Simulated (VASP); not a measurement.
A run of VASP 6.6.1 is set up as follows.

File POSCAR:

```
MgS
1.0
    0.0000000000      2.8704022176      2.8704022176
    2.8704022176      0.0000000000      2.8704022176
    2.8704022176      2.8704022176      0.0000000000
S Mg
1 1
Direct
    0.2500000000      0.2500000000      0.2500000000
    0.0000000000      0.0000000000      0.0000000000
```

The input INCAR.step1:

```
PREC = Accurate
ENCUT = 520
EDIFF = 1E-5
ISMEAR = -1
SIGMA = 0.05
LREAL = False
LASPH = True
NELM = 60
ALGO = Normal
ISIF = 2
LWAVE = True
GGA = PE
NBANDS = 11
```

Contents of INCAR.step2:

```
PREC = Accurate
ENCUT = 520
EDIFF = 1E-6
ISMEAR = -1
SIGMA = 0.05
LREAL = False
LASPH = True
NELM = 60
ALGO = Normal
ISIF = 2
LWAVE = False
LCHARG = True
GGA = PE
LHFCALC = True
HFSCREEN = 0.2079
PRECFOCK = Normal
LELF = True
LVHAR = True
ISTART = 1
NBANDS = 11
```

File KPOINTS:

```
regular mesh
0
Gamma
  6 6 6
```

Potentials or basis: VASP PAW PBE potentials, release 64 (S, Mg).

Command:

```console
$ cat potpaw_PBE.64/S/POTCAR potpaw_PBE.64/Mg/POTCAR > POTCAR
$ cp INCAR.step1 INCAR
$ mpirun -np 1 vasp_std > vasp.out
$ cp INCAR.step2 INCAR
$ mpirun -np 1 vasp_std > vasp.out
```

Task: Predict the band gap on the k mesh.

Result: 4.29 eV, direct.

Task: What does it give for the pressure?

Result: -2.4 GPa.

Caveat: the PAW data sets were made with another functional, which shifts forces and pressure a little.
